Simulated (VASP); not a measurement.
Wanted: the native input for a VASP 6.6.1 run.

```yaml
Task: single point
Functional: LDA
Potentials_or_basis: VASP PAW LDA potentials, release 64 (Si, C, H)
Cutoff: 520 eV
k_mesh: 5 × 6 × 1
Occupations: gaussian, width 0.05 eV
Spin: no spin polarisation
Dipole_correction: yes
Further_INCAR_settings: LREAL = Auto; ALGO = Normal; EDIFF = 1e-06; NBANDS = 48
```

The structure of Si4HC4 lies in POSCAR:

```
Si4HC4
1.0
    6.1126145963      0.0000000000      0.0000000000
    0.0000000000      5.0163291813      0.0000000000
    0.0000000000      0.0000000000     21.4250251324
Si C H
8 8 2
Direct
    0.0000000000      0.9953970937      0.1866975640
    0.5000000000      0.9953970937      0.1866975640
    0.2500000000      0.4953970937      0.2278774420
    0.7500000000      0.4953970937      0.2278774420
    0.2500000000      0.9933394623      0.3138679432
    0.7500000000      0.9933394623      0.3138679432
    0.0000000000      0.4657447851      0.3396025631
    0.5000000000      0.4657447851      0.3396025631
    0.0000000000      0.6196029063      0.1866975640
    0.5000000000      0.6196029063      0.1866975640
    0.2500000000      0.1196029063      0.2278774420
    0.7500000000      0.1196029063      0.2278774420
    0.2500000000      0.6245248121      0.3140845904
    0.7500000000      0.6245248121      0.3140845904
    0.0000000000      0.1236384346      0.3465585261
    0.5000000000      0.1236384346      0.3465585261
    0.9166666667      0.6731809323      0.3675620021
    0.9166666667      0.8027577556      0.3675620021
```

The input as run:

INCAR

```
SYSTEM = Si4HC4
ALGO = Normal ; DIPOL = 0.5 0.5 0.279
EDIFF = 1E-6 ; ENCUT = 520
IDIPOL = 3 ; ISIF = 2
ISMEAR = 0 ; LASPH = .TRUE.
LCHARG = .FALSE. ; LDIPOL = .TRUE.
LREAL = Auto ; LWAVE = .FALSE.
NBANDS = 48 ; NELM = 100
PREC = Accurate ; SIGMA = 0.05
```

KPOINTS

```
k-points
0
G
  5 6 1
  0 0 0
```

Potentials or basis: VASP PAW LDA potentials, release 64 (Si, C, H).

Command:

```bash
$ cat potpaw_LDA.64/Si/POTCAR potpaw_LDA.64/C/POTCAR potpaw_LDA.64/H/POTCAR > POTCAR
$ mpirun -np 1 vasp_std > vasp.out
```

Results of the run:

```
Largest force          : 8.863 eV/Å
Band gap on the k mesh : 0.53 eV, indirect (least direct gap 0.64 eV)
```

It took 11 min on 1 thread of Intel(R) Xeon(R) Platinum 8375C CPU @ 2.90GHz (Ice Lake), on a shared host, peak memory 0.67 GiB.
